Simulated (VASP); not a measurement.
# LaBi (WC type) (P-6m2) in VASP: further runs

LaBi (WC type) is run at these levels: LDA; tasks: relaxation of cell and atoms.

Everything below comes from runs of VASP 6.6.1. Logs are shortened: lines on timing, memory, paths and dates and some standing lists are left out, and cuts for length are marked.

### 1 The cell of the first run

Symmetry: P-6m2, No. 187, hexagonal system. Conventional cell: a = 2.988 Å, b = 2.988 Å, c = 5.011 Å, α = 90.00°, β = 90.00°, γ = 120.00°. La (site symmetry -6m2) has 6 La at 2.99 Å and 6 Bi at 3.04 Å within 3.9 Å. Bi (site symmetry -6m2) has 6 Bi at 2.99 Å and 6 La at 3.04 Å within 3.9 Å.

### 2 Relaxation of cell and atoms, LDA, target pressure 61 GPa, at which the enthalpy is minimised

Input file INCAR:

```
SYSTEM = LaBi
ALGO = Normal ; EDIFF = 1E-6
EDIFFG = -0.005 ; ENCUT = 600
IBRION = 2 ; ISIF = 3
ISMEAR = -1 ; LASPH = .TRUE.
LCHARG = .FALSE. ; LREAL = .FALSE.
LWAVE = .FALSE. ; NELM = 100
NSW = 32 ; PREC = Accurate
PSTRESS = 610.0 ; SIGMA = 0.05
```

Input file KPOINTS:

```
k-points
0
G
  12 12 11
  0 0 0
```

Input file POSCAR:

```
LaBi
1.0
    2.9879367062      0.0000000000      0.0000000000
   -1.4939683531      2.5876290924      0.0000000000
    0.0000000000      0.0000000000      5.0110145576
La Bi
1 1
Direct
    0.0000000000      0.0000000000      0.0000000000
    0.3333333333      0.6666666667      0.5000000000
```

Potentials or basis: VASP PAW LDA potentials, release 64 (La, Bi_d).

Launch:

```console
cat potpaw_LDA.64/La/POTCAR potpaw_LDA.64/Bi_d/POTCAR > POTCAR
mpirun -np 1 vasp_std > vasp.out
```

OUTCAR:

```text
SYSTEM = LaBi
   EDIFF = 1E-6
   EDIFFG = -0.005
   ENCUT = 600
   IBRION = 2
   ISIF = 3
   ISMEAR = -1
   LASPH = .TRUE.
   LREAL = .FALSE.
   NELM = 100
   NSW = 32
   PREC = Accurate
   PSTRESS = 610.0

 ion  position               nearest neighbor table
   1  0.000  0.000  0.000-   2 3.04   2 3.04   2 3.04   2 3.04   2 3.04   2 3.04
   2  0.333  0.667  0.500-   1 3.04   1 3.04   1 3.04   1 3.04   1 3.04   1 3.04

  LATTYP: Found a hexagonal cell.
 ALAT       =     2.9879367062
 C/A-ratio  =     1.6770818964

  Lattice vectors:

 A1 = (   2.9879367062,   0.0000000000,   0.0000000000)
 A2 = (  -1.4939683531,   2.5876290924,   0.0000000000)
 A3 = (   0.0000000000,   0.0000000000,   5.0110145576)

Analysis of symmetry for initial positions (statically):
=====================================================================
 Subroutine PRICEL returns:
 Original cell was already a primitive cell.

 Routine SETGRP: Setting up the symmetry group for a
 hexagonal supercell.

 Subroutine GETGRP returns: Found 12 space group operations
 (whereof 12 operations were pure point group operations)
 out of a pool of 24 trial point group operations.

The static configuration has the point symmetry D_3h.

Analysis of symmetry for dynamics (positions and initial velocities):
=====================================================================
 Subroutine PRICEL returns:
 Original cell was already a primitive cell.

 Routine SETGRP: Setting up the symmetry group for a
 hexagonal supercell.

 Subroutine GETGRP returns: Found 12 space group operations
 (whereof 12 operations were pure point group operations)
 out of a pool of 24 trial point group operations.

The dynamic configuration has the point symmetry D_3h.

 Subroutine INISYM returns: Found 12 space group operations
 (whereof 12 operations are pure point group operations),
 and found     1 'primitive' translations

----------------------------------------------------------------------------------------

                                     Primitive cell

  volume of cell :      38.7435

  direct lattice vectors                    reciprocal lattice vectors
     2.987936706  0.000000000  0.000000000     0.334679111  0.193227075  0.000000000
    -1.493968353  2.587629092  0.000000000     0.000000000  0.386454149  0.000000000
     0.000000000  0.000000000  5.011014558     0.000000000  0.000000000  0.199560386

  length of vectors
     2.987936706  2.987936706  5.011014558     0.386454149  0.386454149  0.199560386

  position of ions in fractional coordinates (direct lattice)
     0.000000000  0.000000000  0.000000000
     0.333333333  0.666666667  0.500000000

  ion indices of the primitive-cell ions
   primitive index   ion index
                 1           1
                 2           2

----------------------------------------------------------------------------------------

 KPOINTS: k-points

Automatic generation of k-mesh.
 Grid dimensions read from file:
 generate k-points for:   12   12   11

 Generating k-lattice:

  Cartesian coordinates                     Fractional coordinates (reciprocal lattice)
     0.027889926  0.016102256  0.000000000     0.083333333  0.000000000  0.000000000
     0.000000000  0.032204512  0.000000000     0.000000000  0.083333333  0.000000000
     0.000000000  0.000000000  0.018141853     0.000000000  0.000000000  0.090909091

  Length of vectors
     0.032204512  0.032204512  0.018141853

  Shift w.r.t. Gamma in fractional coordinates (k-lattice)
     0.000000000  0.000000000  0.000000000

 Subroutine IBZKPT returns following result:
 ===========================================

 Found    114 irreducible k-points:

 Following reciprocal coordinates:
            Coordinates               Weight
  0.000000  0.000000  0.000000      1.000000
  0.083333  0.000000  0.000000      6.000000
  0.166667  0.000000  0.000000      6.000000
  0.250000  0.000000  0.000000      6.000000
  0.333333  0.000000  0.000000      6.000000
  0.416667  0.000000  0.000000      6.000000
[... 16 lines left out ...]
  0.250000  0.000000  0.090909     12.000000
  0.333333  0.000000  0.090909     12.000000
 [... further k-points ...]
   k-points           NKPTS =    114   k-points in BZ     NKDIM =    114   number of bands    NBANDS=     17
   number of dos      NEDOS =    301   number of ions     NIONS =      2
   total plane-waves  NPLWV =  23040
   dimension x,y,z NGX =    24 NGY =   24 NGZ =   40
   dimension x,y,z NGXF=    48 NGYF=   48 NGZF=   80
   ions per type =               1   1
   NGX,Y,Z   is equivalent  to a cutoff of  13.35, 13.35, 13.27 a.u.
   NGXF,Y,Z  is equivalent  to a cutoff of  26.71, 26.71, 26.54 a.u.
 SYSTEM =  LaBi
   PREC   = accura    normal or accurate (medium, high low for compatibility)
   ISTART =      0    job   : 0-new  1-cont  2-samecut
   ICHARG =      2    charge: 1-file 2-atom 10-const
   ISPIN  =      1    spin polarized calculation?
   LNONCOLLINEAR =      F non collinear calculations
   LSORBIT =      F    spin-orbit coupling
   LASPH  =      T    aspherical Exc in radial PAW
   ENCUT  =  600.0 eV  44.10 Ry    6.64 a.u.   5.97  5.97 10.01*2*pi/ulx,y,z
   NELM   =    100;   NELMIN=  2; NELMDL= -5     # of ELM steps
   EDIFF  = 0.1E-05   stopping-criterion for ELM
   LREAL  =      F    real-space projection
   EDIFFG = -.5E-02   stopping-criterion for IOM
   NSW    =     32    number of steps for IOM
   IBRION =      2    ionic relax: 0-MD 1-quasi-New 2-CG
   NFREE  =      1    steps in history (QN), initial steepest desc. (CG)
   ISIF   =      3    stress and relaxation
   ISYM   =      2    0-nonsym 1-usesym 2-fastsym
   POTIM  = 0.5000    time-step for ionic-motion
   TEBEG  =    0.0;   TEEND  =   0.0 temperature during run
   PSTRESS=  610.0 pullay stress
   NELECT =      26.0000    total number of electrons
   NUPDOWN=      -1.0000    fix difference up-down
   EMIN   =  10.00;   EMAX   =-10.00  energy-range for DOS
   EFERMI =   0.00;   METHOD = LEGACY
   ISMEAR =    -1;   SIGMA  =   0.05  broadening in eV -4-tet -1-fermi 0-gaus
   EFERMI_NEDOS =   21; number of points for ismear=-14 and -15
   IALGO  =     38    algorithm
   IMIX   =      4    mixing-type and parameters
     AMIX     =   0.40;   BMIX     =  1.00
     AMIX_MAG =   1.60;   BMIX_MAG =  1.00
  volume/ion in A,a.u.               =      19.37       130.73
  Fermi-wavevector in a.u.,A,eV,Ry     =   1.433286  2.708518 27.950575  2.054309
  Thomas-Fermi vector in A             =   2.552821
   LORBIT       =      0    0 simple, 1 ext, 2 COOP (PROOUT), +10 PAW based schemes
   GGA     = CA    functional components
   LHFCALC =     F    Hartree Fock is set to
   AEXX    =    0.0000 exact exchange contribution
   IVDW    =     0    specifies the selected vdW correction
   LEPSILON=     F    determine dielectric tensor
   LRPA    =     F    only Hartree local field effects (RPA)
 conjugate gradient relaxation of ions
 non-spin polarized calculation
  energy-cutoff  :      600.00
  volume of cell :       38.74
 maximum number of plane-waves:      1314
 NGX is ok and might be reduce to    24
   NGX = 11   NGY = 11   NGZ = 21

--------------------------------------- Ionic step        1  -------------------------------------------

 number of electron      26.0000003 magnetization

 Free energy of the ion-electron system (eV)
  ---------------------------------------------------
  ext. energy  EPLUGINS =         0.00000000
  ---------------------------------------------------
  free energy    TOTEN  =        -8.51272072 eV

  energy without entropy =       -8.49801732  energy(sigma->0) =       -8.50536902

------------------------ aborting loop because EDIFF is reached ----------------------------------------

  FORCE on cell =-STRESS in cart. coord.  units (eV):
  Direction    XX          YY          ZZ          XY          YZ          ZX
  --------------------------------------------------------------------------------------
  -------------------------------------------------------------------------------------
  Total       14.8160647     14.8160647     14.8319737      0.0000000      0.0000000      0.0000000
  in kB      612.6950411    612.6950410    613.3529344      0.0000000      0.0000000      0.0000000
  external PRESSURE =       2.9143388 kB  Pullay stress =     610.0000000 kB
[... 61 lines left out ...]
  enthalpy is  TOTEN    =         6.2387052425 eV   P V=       14.8262472453

--------------------------------------- Ionic step        3  -------------------------------------------

 number of electron      26.0000003 magnetization

 Free energy of the ion-electron system (eV)
  ---------------------------------------------------
  ext. energy  EPLUGINS =         0.00000000
  ---------------------------------------------------
  free energy    TOTEN  =        -8.52816615 eV

  energy without entropy =       -8.51345832  energy(sigma->0) =       -8.52081223

 E-fermi :  15.5554     XC(G=0): -12.8447

 val. band max:       15.5397917191   @ k =   0.2500   0.0000   0.1818
 cond. band min:      15.5587902894   @ k =   0.0833   0.0833   0.2727
 fundamental gap:      0.0189985702
 Fermi energy:        15.5553996740

 k-point     1 :       0.0000    0.0000    0.0000
  band No.  band energies     occupation
      1     -17.2914      2.00000
      2      -8.0711      2.00000
      3      -8.0623      2.00000
      4      -8.0623      2.00000
      5      -7.6233      2.00000
      6      -7.6233      2.00000
[... 9 lines left out ...]
     16      17.8266      0.00000
     17      18.5168      0.00000
[... 443 lines left out ...]
      1     -16.3125      2.00000
      2      -8.2627      2.00000
      3      -7.9555      2.00000
      4      -7.7089      2.00000
      5      -7.6883      2.00000
      6      -7.6003      2.00000
[... 9 lines left out ...]
     16      18.2659      0.00000
     17      18.4642      0.00000

 [... further k-points ...]

------------------------ aborting loop because EDIFF is reached ----------------------------------------

  FORCE on cell =-STRESS in cart. coord.  units (eV):
  Direction    XX          YY          ZZ          XY          YZ          ZX
  --------------------------------------------------------------------------------------
  -------------------------------------------------------------------------------------
  Total       14.7644178     14.7644178     14.7661172      0.0000000      0.0000000      0.0000000
  in kB      609.9222054    609.9222053    609.9924086      0.0000000      0.0000000      0.0000000
  external PRESSURE =      -0.0543936 kB  Pullay stress =     610.0000000 kB
[... 17 lines left out ...]
  FREE ENERGIE OF THE ION-ELECTRON SYSTEM (eV)
  ---------------------------------------------------
  free  energy   TOTEN  =        -8.5281661514 eV

  energy  without entropy=       -8.5134583178  energy(sigma->0) =       -8.52081223

  enthalpy is  TOTEN    =         6.2381348630 eV   P V=       14.7663010144

 reached required accuracy - stopping structural energy minimisation
```

It took 1.7 min on 1 thread of Intel Xeon 6975P-C (Granite Rapids), shared host; peak memory 0.26 GiB.

What came out:

```yaml
Free_energy: -8.5282 eV
Relaxed_volume: 19.39 Å³/atom
Relaxed_cell: a = 2.989 Å, b = 2.989 Å, c = 5.013 Å, α = 90.00°, β = 90.00°, γ = 120.00°
Space_group_after_relaxing_to_0.1_Å: P-6m2 (No. 187)
Energy_change_on_relaxing_the_run_minimises_the_enthalpy: -7.7 meV/atom
Ionic_steps: 3
Pressure_after_relaxing: 61.0 GPa
Band_gap_on_the_k_mesh: zero (bands 13 and 14 overlap by 2.55 eV)
```

Step by step:
```
step  energy change (eV)  largest force (eV/Å)  pressure (GPa)  volume (Å³)
   1              0.0000                0.0000           61.29        38.74
   2             -0.0748                0.0000           59.85        38.94
   3             -0.0154                0.0000           60.99        38.78
```

Final structure:
```
La Bi
1.0
     2.98890    0.00000    0.00000
    -1.49445    2.58846    0.00000
     0.00000    0.00000    5.01302
La Bi
1 1
Direct
  0.00000 0.00000 0.00000
  0.33333 0.66667 0.50000
```

Levels at points of the mesh, in eV from the Fermi level:
| k point | band 9 | band 10 | band 11 | band 12 | band 13 | band 14 | band 15 | band 16 | band 17 |
| --- | --- | --- | --- | --- | --- | --- | --- | --- | --- |
| (0.00, 0.00, 0.00) | -13.20 | -13.20 | -1.60 | -0.69 | 1.28 | 2.08 | 2.08 | 2.27 | 2.96 |
| (0.50, 0.00, 0.00) | -14.64 | -10.27 | -7.27 | -4.65 | -2.29 | 1.53 | 1.96 | 2.99 | 3.02 |

Caveat: the cell is relaxed towards a set pressure, so the run minimises the enthalpy, not the energy; spin-orbit coupling is left out, which moves the levels of the heavy elements.

(Continued in part 2 of 2.)
